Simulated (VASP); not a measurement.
# Li (R-3m) in VASP: single point with PBE

Aim: the single point of Li with PBE.

All numbers are computed with VASP 6.6.1; they aren't measurements. Logs are shortened: lines on timing, memory, paths and dates and some standing lists are left out, and cuts for length are marked.

## Step 1: The cell of the first run

The structure is trigonal, space group R-3m (No. 166). The conventional cell has a = 3.094 Å, b = 3.094 Å, c = 29.419 Å, α = 90.00°, β = 90.00°, γ = 120.00°. Li (site symmetry 3m) has 12 Li at 3.03 to 3.09 Å within 4.0 Å. Li (site symmetry 3m) has 12 Li at 3.03 to 3.09 Å within 4.0 Å.

## Step 2: Single point, PBE

File INCAR:

```
ALGO = Fast ; EDIFF = 1E-6
ENCUT = 520 ; GGA = PE
ISIF = 2 ; ISMEAR = 0
LASPH = T ; LCHARG = F
LREAL = F ; LWAVE = F
NBANDS = 14 ; NELM = 100
PREC = Accurate ; SIGMA = 0.1
```

File KPOINTS:

```
k-points
0
Gamma
  6 6 6
```

File POSCAR:

```
Li
1.0
    1.5467940430      0.8930419571      9.8063492148
   -1.5467940430      0.8930419571      9.8063492148
    0.0000000000     -1.7860839143      9.8063492148
Li
4
Direct
    0.1251574910      0.1251574910      0.1251574910
    0.8748425090      0.8748425090      0.8748425090
    0.2916783951      0.2916783951      0.2916783951
    0.7083216049      0.7083216049      0.7083216049
```

Potentials or basis: VASP PAW PBE potentials, release 64 (Li_sv).

On the command line:

```
$ cat potpaw_PBE.64/Li_sv/POTCAR > POTCAR
$ mpirun -np 1 vasp_std > vasp.out
```

OUTCAR:

```text
EDIFF = 1E-6
   ENCUT = 520
   GGA = PE
   ISIF = 2
   ISMEAR = 0
   LASPH = T
   LREAL = F
   NELM = 100
   PREC = Accurate

 ion  position               nearest neighbor table
   1  0.125  0.125  0.125-
   2  0.875  0.875  0.875-
   3  0.292  0.292  0.292-
   4  0.708  0.708  0.708-

  LATTYP: Found a trigonal (rhomboedric) cell.
 ALAT       =     9.9676767941
 COS(alpha) =     0.9518377151

  Lattice vectors:

 A1 = (   1.5467940430,   0.8930419571,   9.8063492148)
 A2 = (  -1.5467940430,   0.8930419571,   9.8063492148)
 A3 = (   0.0000000000,  -1.7860839143,   9.8063492148)

Analysis of symmetry for initial positions (statically):
=====================================================================
 Subroutine PRICEL returns:
 Original cell was already a primitive cell.

 Routine SETGRP: Setting up the symmetry group for a
 trigonal (rhombohedral) supercell.

 Subroutine GETGRP returns: Found 12 space group operations
 (whereof 12 operations were pure point group operations)
 out of a pool of 12 trial point group operations.

The static configuration has the point symmetry D_3d.

Analysis of symmetry for dynamics (positions and initial velocities):
=====================================================================
 Subroutine PRICEL returns:
 Original cell was already a primitive cell.

 Routine SETGRP: Setting up the symmetry group for a
 trigonal (rhombohedral) supercell.

 Subroutine GETGRP returns: Found 12 space group operations
 (whereof 12 operations were pure point group operations)
 out of a pool of 12 trial point group operations.

The dynamic configuration has the point symmetry D_3d.

 Subroutine INISYM returns: Found 12 space group operations
 (whereof 12 operations are pure point group operations),
 and found     1 'primitive' translations

----------------------------------------------------------------------------------------

                                     Primitive cell

  volume of cell :      81.2761

  direct lattice vectors                    reciprocal lattice vectors
     1.546794043  0.893041957  9.806349215     0.323249241  0.186628036  0.033991583
    -1.546794043  0.893041957  9.806349215    -0.323249241  0.186628036  0.033991583
     0.000000000 -1.786083914  9.806349215     0.000000000 -0.373256072  0.033991583

  length of vectors
     9.967676794  9.967676794  9.967676794     0.374800645  0.374800645  0.374800645

  position of ions in fractional coordinates (direct lattice)
     0.125157491  0.125157491  0.125157491
     0.874842509  0.874842509  0.874842509
     0.291678395  0.291678395  0.291678395
     0.708321605  0.708321605  0.708321605

  ion indices of the primitive-cell ions
   primitive index   ion index
                 1           1
                 2           2
                 3           3
                 4           4

----------------------------------------------------------------------------------------

 KPOINTS: k-points

Automatic generation of k-mesh.
 Grid dimensions read from file:
 generate k-points for:    6    6    6

 Generating k-lattice:

  Cartesian coordinates                     Fractional coordinates (reciprocal lattice)
     0.053874873  0.031104673  0.005665264     0.166666667 -0.000000000 -0.000000000
    -0.053874873  0.031104673  0.005665264    -0.000000000  0.166666667 -0.000000000
     0.000000000 -0.062209345  0.005665264     0.000000000  0.000000000  0.166666667

  Length of vectors
     0.062466774  0.062466774  0.062466774

  Shift w.r.t. Gamma in fractional coordinates (k-lattice)
     0.000000000  0.000000000  0.000000000

 Subroutine IBZKPT returns following result:
 ===========================================

 Found     32 irreducible k-points:

 Following reciprocal coordinates:
            Coordinates               Weight
  0.000000  0.000000  0.000000      1.000000
  0.166667 -0.000000  0.000000      6.000000
  0.333333  0.000000 -0.000000      6.000000
  0.500000  0.000000  0.000000      3.000000
  0.166667  0.166667  0.000000      6.000000
  0.333333  0.166667  0.000000     12.000000
[... 16 lines left out ...]
  0.500000  0.500000  0.166667      6.000000
 -0.333333  0.500000  0.166667     12.000000
 [... further k-points ...]
   k-points           NKPTS =     32   k-points in BZ     NKDIM =     32   number of bands    NBANDS=     14
   number of dos      NEDOS =    301   number of ions     NIONS =      4
   total plane-waves  NPLWV = 512000
   dimension x,y,z NGX =    80 NGY =   80 NGZ =   80
   dimension x,y,z NGXF=   160 NGYF=  160 NGZF=  160
   ions per type =               4
   NGX,Y,Z   is equivalent  to a cutoff of  13.34, 13.34, 13.34 a.u.
   NGXF,Y,Z  is equivalent  to a cutoff of  26.69, 26.69, 26.69 a.u.
 SYSTEM =  unknown system
   PREC   = accura    normal or accurate (medium, high low for compatibility)
   ISTART =      0    job   : 0-new  1-cont  2-samecut
   ICHARG =      2    charge: 1-file 2-atom 10-const
   ISPIN  =      1    spin polarized calculation?
   LNONCOLLINEAR =      F non collinear calculations
   LSORBIT =      F    spin-orbit coupling
   LASPH  =      T    aspherical Exc in radial PAW
   ENCUT  =  520.0 eV  38.22 Ry    6.18 a.u.  18.53 18.53 18.53*2*pi/ulx,y,z
   NELM   =    100;   NELMIN=  2; NELMDL= -5     # of ELM steps
   EDIFF  = 0.1E-05   stopping-criterion for ELM
   LREAL  =      F    real-space projection
   EDIFFG = 0.1E-04   stopping-criterion for IOM
   NSW    =      0    number of steps for IOM
   IBRION =     -1    ionic relax: 0-MD 1-quasi-New 2-CG
   NFREE  =      0    steps in history (QN), initial steepest desc. (CG)
   ISIF   =      2    stress and relaxation
   ISYM   =      2    0-nonsym 1-usesym 2-fastsym
   POTIM  = 0.5000    time-step for ionic-motion
   TEBEG  =    0.0;   TEEND  =   0.0 temperature during run
   PSTRESS=    0.0 pullay stress
   NELECT =      12.0000    total number of electrons
   NUPDOWN=      -1.0000    fix difference up-down
   EMIN   =  10.00;   EMAX   =-10.00  energy-range for DOS
   EFERMI =   0.00;   METHOD = LEGACY
   ISMEAR =     0;   SIGMA  =   0.10  broadening in eV -4-tet -1-fermi 0-gaus
   EFERMI_NEDOS =   21; number of points for ismear=-14 and -15
   IALGO  =     68    algorithm
   IMIX   =      4    mixing-type and parameters
     AMIX     =   0.40;   BMIX     =  1.00
     AMIX_MAG =   1.60;   BMIX_MAG =  1.00
  volume/ion in A,a.u.               =      20.32       137.12
  Fermi-wavevector in a.u.,A,eV,Ry     =   0.865262  1.635108 10.186385  0.748678
  Thomas-Fermi vector in A             =   1.983479
   LORBIT       =      0    0 simple, 1 ext, 2 COOP (PROOUT), +10 PAW based schemes
   GGA     = PE    functional components
   LHFCALC =     F    Hartree Fock is set to
   AEXX    =    0.0000 exact exchange contribution
   IVDW    =     0    specifies the selected vdW correction
   LEPSILON=     F    determine dielectric tensor
   LRPA    =     F    only Hartree local field effects (RPA)
 non-spin polarized calculation
 RMM-DIIS sequential band-by-band and
 Gauss-broadening in eV      SIGMA  =   0.10
  energy-cutoff  :      520.00
  volume of cell :       81.28
 maximum number of plane-waves:      2206
 NGX is ok and might be reduce to    80
   NGX = 37   NGY = 37   NGZ = 37

 number of electron      11.9999996 magnetization

 Free energy of the ion-electron system (eV)
  ---------------------------------------------------
  ext. energy  EPLUGINS =         0.00000000
  ---------------------------------------------------
  free energy    TOTEN  =        -7.58987166 eV

  energy without entropy =       -7.57862969  energy(sigma->0) =       -7.58425068

 E-fermi :   0.5419     XC(G=0):  -7.0385

 val. band max:        0.5288826375   @ k =  -0.3333  -0.3333   0.1667
 cond. band min:       0.5760624232   @ k =   0.1667   0.1667   0.1667
 fundamental gap:      0.0471797857
 Fermi energy:         0.5418711924

 k-point     1 :       0.0000    0.0000    0.0000
  band No.  band energies     occupation
      1     -45.9213      2.00000
      2     -45.9114      2.00000
      3     -45.9098      2.00000
      4     -45.8996      2.00000
      5      -2.9391      2.00000
      6      -1.7817      2.00000
      7      -1.7767      2.00000
      8       0.7702      0.00124
      9       3.7722      0.00000
     10       9.0347      0.00000
     11       9.0640      0.00000
     12      12.7861      0.00000
     13      12.7863      0.00000
     14      13.5155      0.00000

 k-point     2 :       0.1667   -0.0000    0.0000
  band No.  band energies     occupation
      1     -45.9176      2.00000
      2     -45.9091      2.00000
      3     -45.9067      2.00000
      4     -45.8980      2.00000
      5      -2.5026      2.00000
      6      -1.4639      2.00000
      7      -1.2025      2.00000
      8       1.3127      0.00000
      9       3.9352      0.00000
     10       8.7609      0.00000
     11       9.0896      0.00000
     12       9.9984      0.00000
     13      10.6869      0.00000
     14      11.0837      0.00000

 k-point     3 :       0.3333    0.0000   -0.0000
  band No.  band energies     occupation
      1     -45.9096      2.00000
      2     -45.9044      2.00000
      3     -45.9009      2.00000
      4     -45.8955      2.00000
      5      -1.1931      2.00000
      6      -0.3171      2.00000
      7       0.2340      1.99999
      8       2.8284      0.00000
      9       3.6950      0.00000
     10       5.8360      0.00000
     11       6.4696      0.00000
     12       7.5375      0.00000
     13       8.7368      0.00000
     14       9.5895      0.00000
[... 324 lines left out ...]
 k-point    23 :       0.5000    0.5000    0.1667
  band No.  band energies     occupation
      1     -45.9094      2.00000
      2     -45.9052      2.00000
      3     -45.9001      2.00000
      4     -45.8957      2.00000
      5      -1.0478      2.00000
      6      -0.7641      2.00000
      7       1.0083      0.00000
      8       1.7587      0.00000
      9       4.8887      0.00000
     10       5.1337      0.00000
     11       6.9442      0.00000
     12       7.5001      0.00000
     13       8.5887      0.00000
     14       9.2443      0.00000

 k-point    24 :      -0.3333    0.5000    0.1667
  band No.  band energies     occupation
      1     -45.9051      2.00000
      2     -45.9022      2.00000
      3     -45.8979      2.00000
      4     -45.8948      2.00000
      5       0.2635      1.99992
      6       0.4503      1.80483
      7       2.0821      0.00000
      8       2.4927      0.00000
      9       3.9877      0.00000
     10       4.5614      0.00000
     11       5.2879      0.00000
     12       5.9240      0.00000
     13       7.1107      0.00000
     14       7.7031      0.00000

 [... further k-points ...]

------------------------ aborting loop because EDIFF is reached ----------------------------------------

  FORCE on cell =-STRESS in cart. coord.  units (eV):
  Direction    XX          YY          ZZ          XY          YZ          ZX
  --------------------------------------------------------------------------------------
  -------------------------------------------------------------------------------------
  Total       -0.0227192     -0.0227192     -0.0221220      0.0000000      0.0000000     -0.0000000
  in kB       -0.4478580     -0.4478580     -0.4360851      0.0000000      0.0000000     -0.0000000
  external PRESSURE =      -0.4439337 kB  Pullay stress =       0.0000000 kB

 VOLUME and BASIS-vectors are now :
 -----------------------------------------------------------------------------
  energy-cutoff  :      520.00
  volume of cell :       81.28
      direct lattice vectors                 reciprocal lattice vectors
     1.546794043  0.893041957  9.806349215     0.323249241  0.186628036  0.033991583
    -1.546794043  0.893041957  9.806349215    -0.323249241  0.186628036  0.033991583
     0.000000000 -1.786083914  9.806349215     0.000000000 -0.373256072  0.033991583

 POSITION                                       TOTAL-FORCE (eV/Angst)
 -----------------------------------------------------------------------------------
      0.00000     -0.00000      3.68201         0.000000      0.000000     -0.010770
      0.00000     -0.00000     25.73703         0.000000     -0.000000      0.010770
      0.00000     -0.00000      8.58090         0.000000      0.000000     -0.004378
      0.00000     -0.00000     20.83815         0.000000     -0.000000      0.004378
 -----------------------------------------------------------------------------------
    total drift:                               -0.000000     -0.000000      0.000000

  FREE ENERGIE OF THE ION-ELECTRON SYSTEM (eV)
  ---------------------------------------------------
  free  energy   TOTEN  =        -7.5898716627 eV

  energy  without entropy=       -7.5786296908  energy(sigma->0) =       -7.58425068
```

It took 9.8 min on 1 thread of Intel Xeon Platinum 8488C (Sapphire Rapids), shared host; peak memory 0.86 GiB.

What came out:

| Item | Value |
| --- | --- |
| Free energy | -7.5899 eV |
| Largest force | 0.011 eV/Å |
| Band gap on the k mesh | zero (bands 6 and 7 overlap by 4.04 eV) |

Forces on the atoms (eV/Å):
```
Li   0.000  0.000 -0.011
Li   0.000  0.000  0.011
Li   0.000  0.000 -0.004
Li   0.000  0.000  0.004
```

Levels at points of the mesh, in eV from the Fermi level:
```
           k point  band 4  band 5  band 6  band 7  band 8  band 9
(0.00, 0.00, 0.00)  -46.44   -3.48   -2.32   -2.32    0.23    3.23
(0.50, 0.00, 0.00)  -46.44    0.11    0.19    0.97    1.27    3.12
(0.50, 0.50, 0.00)  -46.44   -0.03    0.62    0.62    1.28    3.45
(0.50, 0.50, 0.50)  -46.44   -3.19   -3.19   -0.93   -0.93    5.08
```

Caveat: the k points lie up to 0.39 Å⁻¹ apart, too coarse for converged energies and pressures of a metal; the cutoff is under 1.25 times the usual one of these potentials, so pressure, stress and relaxed cells hold a basis-set (Pulay) error.
